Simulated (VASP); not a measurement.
# C (Fmmm) in VASP: further runs, part 2 of 2

VASP 6.6.1. The steps go on from the part before.

## (3) Single point, r2SCAN (strain -0.030 along x and y, -0.015 along z)

Input file POSCAR:

```
C
1.0
    0.0000000000      2.0629538434      3.5083372064
    1.1910835680      0.0000000000      3.5083372064
    1.1910835680      2.0629538434      0.0000000000
C
2
Direct
    0.1667039277      0.8332960723      0.1667039277
    0.8332960723      0.1667039277      0.8332960723
```

Input file INCAR.step1:

```
PREC = Accurate
ENCUT = 520
ISMEAR = 0
SIGMA = 0.05
LREAL = F
LASPH = T
NELM = 100
NBANDS = 11
GGA = PE
ALGO = Normal
EDIFF = 1E-4
LWAVE = T
LCHARG = F
```

Input file INCAR.step2:

```
PREC = Accurate
ENCUT = 520
EDIFF = 1E-6
ISMEAR = 0
SIGMA = 0.05
LREAL = F
LASPH = T
NELM = 100
ALGO = Normal
ISIF = 2
LWAVE = F
LCHARG = F
METAGGA = R2SCAN
LMIXTAU = T
NBANDS = 11
ISTART = 1
```

Input file KPOINTS:

```
Automatic mesh
0
Gamma
  14 14 14
```

Potentials or basis: VASP PAW PBE potentials, release 64 (C).

On the command line:

```
cat potpaw_PBE.64/C/POTCAR > POTCAR
cp INCAR.step1 INCAR
mpirun -np 1 vasp_std > vasp.out
cp INCAR.step2 INCAR
mpirun -np 1 vasp_std > vasp.out
```

OUTCAR:

```text
PREC = Accurate
   ENCUT = 520
   EDIFF = 1E-6
   ISMEAR = 0
   LREAL = F
   LASPH = T
   NELM = 100
   ISIF = 2
   METAGGA = R2SCAN
   ISTART = 1

 ion  position               nearest neighbor table
   1  0.167  0.833  0.167-   2 1.38   2 1.38   2 1.38
   2  0.833  0.167  0.833-   1 1.38   1 1.38   1 1.38

  LATTYP: Found a face centered orthorhombic cell.
 ALAT       =     2.3821671360
 B/A-ratio  =     1.7319975683
 C/A-ratio  =     2.9455004675

  Lattice vectors:

[... 513 lines left out ...]
      5      10.9805      0.00000
      6      14.4282      0.00000
      7      16.4534      0.00000
      8      16.6127      0.00000
      9      21.2856      0.00000
     10      26.9725      0.00000
     11      31.0302      0.00000

 [... further k-points ...]
[... 5 lines left out ...]
  --------------------------------------------------------------------------------------
  -------------------------------------------------------------------------------------
  Total        4.7137296      4.7091069      0.0057208      0.0000000      0.0000000      0.0000000
  in kB      438.0383940    437.6088121      0.5316246      0.0000000      0.0000000      0.0000000
  external PRESSURE =     292.0596102 kB  Pullay stress =       0.0000000 kB

 VOLUME and BASIS-vectors are now :
 -----------------------------------------------------------------------------
  energy-cutoff  :      520.00
  volume of cell :       17.24
      direct lattice vectors                 reciprocal lattice vectors
     0.000000000  2.062953843  3.508337206    -0.419785826  0.242370910  0.142517657
     1.191083568  0.000000000  3.508337206     0.419785826 -0.242370910  0.142517657
     1.191083568  2.062953843  0.000000000     0.419785826  0.242370910 -0.142517657

 POSITION                                       TOTAL-FORCE (eV/Angst)
 -----------------------------------------------------------------------------------
      1.19108      0.68781      3.50834         0.000000     -0.002778      0.000000
      1.19108      3.43810      3.50834         0.000000      0.002778      0.000000
 -----------------------------------------------------------------------------------
    total drift:                                0.000000      0.000000      0.000000

  FREE ENERGIE OF THE ION-ELECTRON SYSTEM (eV)
  ---------------------------------------------------
  free  energy   TOTEN  =       -19.7298264867 eV

  energy  without entropy=      -19.7298264867  energy(sigma->0) =      -19.72982649
```

OUTCAR.step1:

```text
PREC = Accurate
   ENCUT = 520
   ISMEAR = 0
   LREAL = F
   LASPH = T
[... 558 lines left out ...]
 -----------------------------------------------------------------------------------
      1.19108      0.68781      3.50834         0.000000     -0.000706      0.000000
      1.19108      3.43810      3.50834         0.000000      0.000706      0.000000
 -----------------------------------------------------------------------------------
    total drift:                                0.000000      0.000000      0.000000

  FREE ENERGIE OF THE ION-ELECTRON SYSTEM (eV)
  ---------------------------------------------------
  free  energy   TOTEN  =       -18.2564656489 eV

  energy  without entropy=      -18.2564656489  energy(sigma->0) =      -18.25646565
```

Run time: 7.1 min. Hardware: 1 thread of Intel Xeon 8259CL, shared host; peak memory 0.19 GiB.

What came out:

- Free energy: -19.7298 eV
- Pressure: 29.2 GPa

Forces on the atoms (eV/Å):
```
C    0.000 -0.003  0.000
C    0.000  0.003  0.000
```

Caveat: the cell differs from its parent crystal (strain -0.030 along x and y, -0.015 along z); the cell stands under pressure; the PAW data sets were made with another functional, which shifts forces and pressure a little.

## (4) Single point, r2SCAN (strain -0.030 along x and y, +0.000 along z)

Input file POSCAR:

```
C
1.0
    0.0000000000      2.0629538434      3.5617636613
    1.1910835680      0.0000000000      3.5617636613
    1.1910835680      2.0629538434      0.0000000000
C
2
Direct
    0.1667039277      0.8332960723      0.1667039277
    0.8332960723      0.1667039277      0.8332960723
```

Input file INCAR.step1:

```
ALGO     = Normal         # electronic algorithm
EDIFF    = 1E-4           # SCF threshold, eV
ENCUT    = 520            # plane-wave cutoff, eV
GGA      = PE             # functional
ISMEAR   = 0              # smearing method
LASPH    = True           # aspherical terms in the spheres
LCHARG   = False          # write CHGCAR
LREAL    = False          # projectors in reciprocal space
LWAVE    = True           # write WAVECAR
NBANDS   = 11             # bands
NELM     = 60             # most SCF steps
PREC     = Accurate       # precision mode
SIGMA    = 0.05           # smearing width, eV
```

Input file INCAR.step2:

```
ALGO     = Normal         # electronic algorithm
EDIFF    = 1E-6           # SCF threshold, eV
ENCUT    = 520            # plane-wave cutoff, eV
ISIF     = 2              # what is computed and relaxed
ISMEAR   = 0              # smearing method
ISTART   = 1            
LASPH    = True           # aspherical terms in the spheres
LCHARG   = True           # write CHGCAR
LELF     = True           # ELF
LMIXTAU  = True         
LREAL    = False          # projectors in reciprocal space
LVHAR    = True         
LWAVE    = False          # write WAVECAR
METAGGA  = R2SCAN         # meta-GGA
NBANDS   = 11             # bands
NELM     = 60             # most SCF steps
PREC     = Accurate       # precision mode
SIGMA    = 0.05           # smearing width, eV
```

Input file KPOINTS:

```
k-points
0
Gamma
  14 14 14
```

On the command line:

```
cat potpaw_PBE.64/C/POTCAR > POTCAR
cp INCAR.step1 INCAR
mpirun -np 1 vasp_std > vasp.out
cp INCAR.step2 INCAR
mpirun -np 1 vasp_std > vasp.out
```

Wall time 6.2 min (1 thread of Intel Xeon 8259CL, shared host); peak memory 0.19 GiB.

The run converged. Its results:

* Free energy: -19.7299 eV
* Pressure: 28.7 GPa
* Largest force: 0.005 eV/Å

Forces in eV/Å, atoms in the order of the input:
```
C    0.000 -0.005  0.000
C    0.000  0.005  0.000
```

Stress tensor (GPa, compression positive):
```
43.19  0.00  0.00
 0.00 43.15  0.00
 0.00  0.00 -0.29
```

Caveat: the cell differs from its parent crystal (strain -0.030 along x and y, +0.000 along z); the cell stands under pressure; the PAW data sets were made with another functional, which shifts forces and pressure a little.

## (5) The runs side by side

| cell | pressure (GPa) |
| --- | --- |
| a = 4.024, b = 3.654, c = 2.382 Å, angles 80.6, 63.6, 35.7°, 2 atoms | 29.8 |
| a = 4.070, b = 3.705, c = 2.382 Å, angles 80.7, 64.0, 35.3°, 2 atoms | 29.2 |
| a = 4.116, b = 3.756, c = 2.382 Å, angles 80.9, 64.3, 34.8°, 2 atoms | 28.7 |

Alike in all rows: task single point; level r2SCAN; potentials or basis VASP PAW PBE potentials, release 64 (C); no spin polarisation; k mesh 14 × 14 × 14; cutoff (eV) 520; smearing gaussian 0.05 eV.

Caveats: the cell stands under pressure; the PAW data sets were made with another functional, which shifts forces and pressure a little.

Absolute energies hang on the potentials; compare differences alone.
